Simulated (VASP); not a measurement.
# GaGe (I-4m2) in VASP: single point with PBE

Aim: the single point of GaGe with PBE.

Everything below comes from runs of VASP 6.6.1. Logs are shortened: lines on timing, memory, paths and dates and some standing lists are left out, and cuts for length are marked.

## Step 1: The cell of the first run

Symmetry: I-4m2, No. 119, tetragonal system. The conventional cell has a = 4.221 Å, b = 4.221 Å, c = 5.622 Å, α = 90.00°, β = 90.00°, γ = 90.00°. Ga (site symmetry -4m2) has 4 Ge at 2.54 Å within 3.3 Å. Ge (site symmetry -4m2) has 4 Ga at 2.54 Å within 3.3 Å.

## Step 2: Single point, PBE (strain +0.030 along x and y, -0.030 along z)

INCAR reads:

```
ALGO = Normal
EDIFF = 1E-7
ENCUT = 520
GGA = PE
ISIF = 2
ISMEAR = 0
LASPH = True
LCHARG = False
LREAL = False
LWAVE = False
NBANDS = 20
NELM = 60
PREC = Accurate
SIGMA = 0.15
```

KPOINTS reads:

```
k-points
0
Gamma
  14 14 14
```

POSCAR reads:

```
GaGe
1.0
    0.0000000000      2.9847793200      2.8109086800
    2.9847793200      0.0000000000      2.8109086800
    2.9847793200      2.9847793200      0.0000000000
Ga Ge
1 1
Direct
    0.7500000000      0.7500000000      0.7500000000
    0.0000000000      0.0000000000      0.0000000000
```

Potentials or basis: VASP PAW PBE potentials, release 64 (Ga_d, Ge_d).

On the command line:

```sh
$ cat potpaw_PBE.64/Ga_d/POTCAR potpaw_PBE.64/Ge_d/POTCAR > POTCAR
$ mpirun -np 1 vasp_std > vasp.out
```

OUTCAR:

```text
EDIFF = 1E-7
   ENCUT = 520
   GGA = PE
   ISIF = 2
   ISMEAR = 0
   LASPH = True
   LREAL = False
   NELM = 60
   PREC = Accurate

 ion  position               nearest neighbor table
   1  0.750  0.750  0.750-   2 2.54   2 2.54   2 2.54   2 2.54
   2  0.000  0.000  0.000-   1 2.54   1 2.54   1 2.54   1 2.54

  LATTYP: Found a body centered tetragonal cell.
 ALAT       =     4.2211153950
 C/A-ratio  =     1.3318321898

  Lattice vectors:

 A1 = (   0.0000000000,  -2.9847793200,  -2.8109086800)
 A2 = (   0.0000000000,   2.9847793200,  -2.8109086800)
 A3 = (   2.9847793200,   0.0000000000,   2.8109086800)

Analysis of symmetry for initial positions (statically):
=====================================================================
 Subroutine PRICEL returns:
 Original cell was already a primitive cell.

 Routine SETGRP: Setting up the symmetry group for a
 body centered tetragonal supercell.

 Subroutine GETGRP returns: Found  8 space group operations
 (whereof  8 operations were pure point group operations)
 out of a pool of 16 trial point group operations.

The static configuration has the point symmetry D_2d.

Analysis of symmetry for dynamics (positions and initial velocities):
=====================================================================
 Subroutine PRICEL returns:
 Original cell was already a primitive cell.

 Routine SETGRP: Setting up the symmetry group for a
 body centered tetragonal supercell.

 Subroutine GETGRP returns: Found  8 space group operations
 (whereof  8 operations were pure point group operations)
 out of a pool of 16 trial point group operations.

The dynamic configuration has the point symmetry D_2d.

 Subroutine INISYM returns: Found  8 space group operations
 (whereof  8 operations are pure point group operations),
 and found     1 'primitive' translations

----------------------------------------------------------------------------------------

                                     Primitive cell

  volume of cell :      50.0843

  direct lattice vectors                    reciprocal lattice vectors
     0.000000000  2.984779320  2.810908680    -0.167516572  0.167516572  0.177878422
     2.984779320  0.000000000  2.810908680     0.167516572 -0.167516572  0.177878422
     2.984779320  2.984779320  0.000000000     0.167516572  0.167516572 -0.177878422
[... 73 lines left out ...]
   NGXF,Y,Z  is equivalent  to a cutoff of  24.33, 24.33, 25.21 a.u.
 SYSTEM =  unknown system
   PREC   = accura    normal or accurate (medium, high low for compatibility)
   ISTART =      0    job   : 0-new  1-cont  2-samecut
   ICHARG =      2    charge: 1-file 2-atom 10-const
   ISPIN  =      1    spin polarized calculation?
   LNONCOLLINEAR =      F non collinear calculations
   LSORBIT =      F    spin-orbit coupling
   LASPH  =      T    aspherical Exc in radial PAW
   ENCUT  =  520.0 eV  38.22 Ry    6.18 a.u.   7.62  7.62  7.85*2*pi/ulx,y,z
   NELM   =     60;   NELMIN=  2; NELMDL= -5     # of ELM steps
   EDIFF  = 0.1E-06   stopping-criterion for ELM
   LREAL  =      F    real-space projection
   EDIFFG = 0.1E-05   stopping-criterion for IOM
   NSW    =      0    number of steps for IOM
   IBRION =     -1    ionic relax: 0-MD 1-quasi-New 2-CG
   NFREE  =      0    steps in history (QN), initial steepest desc. (CG)
   ISIF   =      2    stress and relaxation
   ISYM   =      2    0-nonsym 1-usesym 2-fastsym
   POTIM  = 0.5000    time-step for ionic-motion
   TEBEG  =    0.0;   TEEND  =   0.0 temperature during run
   PSTRESS=    0.0 pullay stress
   NELECT =      27.0000    total number of electrons
   NUPDOWN=      -1.0000    fix difference up-down
   EMIN   =  10.00;   EMAX   =-10.00  energy-range for DOS
   EFERMI =   0.00;   METHOD = LEGACY
   ISMEAR =     0;   SIGMA  =   0.15  broadening in eV -4-tet -1-fermi 0-gaus
   EFERMI_NEDOS =   21; number of points for ismear=-14 and -15
   IALGO  =     38    algorithm
   IMIX   =      4    mixing-type and parameters
     AMIX     =   0.40;   BMIX     =  1.00
     AMIX_MAG =   1.60;   BMIX_MAG =  1.00
  volume/ion in A,a.u.               =      25.04       168.99
  Fermi-wavevector in a.u.,A,eV,Ry     =   1.332383  2.517838 24.153661  1.775244
  Thomas-Fermi vector in A             =   2.461322
   LORBIT       =      0    0 simple, 1 ext, 2 COOP (PROOUT), +10 PAW based schemes
   GGA     = PE    functional components
   LHFCALC =     F    Hartree Fock is set to
   AEXX    =    0.0000 exact exchange contribution
   IVDW    =     0    specifies the selected vdW correction
   LEPSILON=     F    determine dielectric tensor
   LRPA    =     F    only Hartree local field effects (RPA)
 non-spin polarized calculation
 Gauss-broadening in eV      SIGMA  =   0.15
  energy-cutoff  :      520.00
  volume of cell :       50.08
 maximum number of plane-waves:      1371
   NGX = 15   NGY = 15   NGZ = 15

 number of electron      26.9999996 magnetization

 Free energy of the ion-electron system (eV)
  ---------------------------------------------------
  ext. energy  EPLUGINS =         0.00000000
  ---------------------------------------------------
  free energy    TOTEN  =        -7.09102953 eV

  energy without entropy =       -7.07739640  energy(sigma->0) =       -7.08421297

 E-fermi :   2.8403     XC(G=0):  -9.4264

 val. band max:        2.8251884976   @ k =  -0.4286   0.2143   0.1429
 cond. band min:       2.8618633041   @ k =  -0.4286   0.0714   0.0000
 fundamental gap:      0.0366748065
 Fermi energy:         2.8402842248

 k-point     1 :       0.0000    0.0000    0.0000
  band No.  band energies     occupation
      1     -21.0978      2.00000
      2     -21.0978      2.00000
      3     -21.0865      2.00000
      4     -21.0847      2.00000
      5     -21.0684      2.00000
      6     -11.4775      2.00000
[... 541 lines left out ...]
     19      11.9637      0.00000
     20      13.3246      0.00000

 [... further k-points ...]
[... 5 lines left out ...]
  --------------------------------------------------------------------------------------
  -------------------------------------------------------------------------------------
  Total       -0.4041416     -0.4041416     -0.3468648      0.0000000      0.0000000     -0.0000000
  in kB      -12.9283470    -12.9283470    -11.0960818      0.0000000      0.0000000     -0.0000000
  external PRESSURE =     -12.3175919 kB  Pullay stress =       0.0000000 kB

 VOLUME and BASIS-vectors are now :
 -----------------------------------------------------------------------------
  energy-cutoff  :      520.00
  volume of cell :       50.08
      direct lattice vectors                 reciprocal lattice vectors
     0.000000000  2.984779320  2.810908680    -0.167516572  0.167516572  0.177878422
     2.984779320  0.000000000  2.810908680     0.167516572 -0.167516572  0.177878422
     2.984779320  2.984779320  0.000000000     0.167516572  0.167516572 -0.177878422

 POSITION                                       TOTAL-FORCE (eV/Angst)
 -----------------------------------------------------------------------------------
      4.47717      4.47717      4.21636         0.000000     -0.000000     -0.000000
      0.00000      0.00000      0.00000         0.000000      0.000000      0.000000
 -----------------------------------------------------------------------------------
    total drift:                                0.000011      0.000011      0.000024

  FREE ENERGIE OF THE ION-ELECTRON SYSTEM (eV)
  ---------------------------------------------------
  free  energy   TOTEN  =        -7.0910295267 eV

  energy  without entropy=       -7.0773964048  energy(sigma->0) =       -7.08421297
```

It took 4.4 min on 1 thread of Intel Xeon Platinum 8259CL at 2.50GHz (Skylake/Cascade Lake), shared host; peak memory 0.36 GiB.

Results:

- Free energy: -7.0910 eV
- Pressure: -1.2 GPa
- Band gap on the k mesh: zero (an odd number of electrons rules out a gap without spin polarisation)

Levels at points of the mesh, in eV from the Fermi level:
| k point | band 10 | band 11 | band 12 | band 13 | band 14 | band 15 | band 16 | band 17 | band 18 | band 19 |
| --- | --- | --- | --- | --- | --- | --- | --- | --- | --- | --- |
| (0.00, 0.00, 0.00) | -14.26 | -10.35 | 1.54 | 1.54 | 1.78 | 1.88 | 4.21 | 4.42 | 4.42 | 7.61 |
| (0.50, 0.00, 0.00) | -14.25 | -8.46 | -5.25 | 0.16 | 0.63 | 1.90 | 5.12 | 5.57 | 8.20 | 11.04 |
| (0.50, 0.50, 0.00) | -14.25 | -7.29 | -5.50 | -1.43 | -1.43 | 2.10 | 2.11 | 10.78 | 10.78 | 12.10 |
| (0.50, 0.00, 0.50) | -14.26 | -7.53 | -5.81 | -1.06 | -1.02 | 2.48 | 2.60 | 10.48 | 10.66 | 11.70 |

Caveat: the cell differs from its parent crystal (strain +0.030 along x and y, -0.030 along z).
